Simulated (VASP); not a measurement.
Runs of VASP 6.6.1 on Sc5Mo. The structure is that of space group F-43m (No. 216), or close to it. The cells are those of the table. 

```tsv
task	spin	cell	cutoff (eV)	gap on the mesh (eV)	pressure (GPa)	largest force (eV/Å)
single point	off	a = 6.663 Å, angles 60.0°, 6 atoms	520	none	0.7	0.21
single point	collinear, ferromagnetic start	a = 6.663 Å, angles 60.0°, 6 atoms	520	none	0.7	0.21
relaxation of cell and atoms	off	relaxed from a = 5.724 Å, angles 60.0°, 6 atoms	600	none	0.1	0.01
single point	off	a = 5.724 Å, angles 60.0°, 6 atoms	520	none	(a)	4.35
```

Alike in all rows: level PBE; potentials or basis VASP PAW PBE potentials, release 64 (Sc_sv, Mo_sv); k mesh 4 × 4 × 4; smearing gaussian 0.1 eV.

Q: Estimate the missing entries.

A: (a) 41.4.

Caveats: forces of over 1 eV/Å act on the atoms, so gaps and moduli don't describe the material at rest (some runs).

A k mesh can miss the band edges, and the runs leave out spin-orbit coupling on Mo.

A gap of «none» marks levels without a gap at the run's occupations.
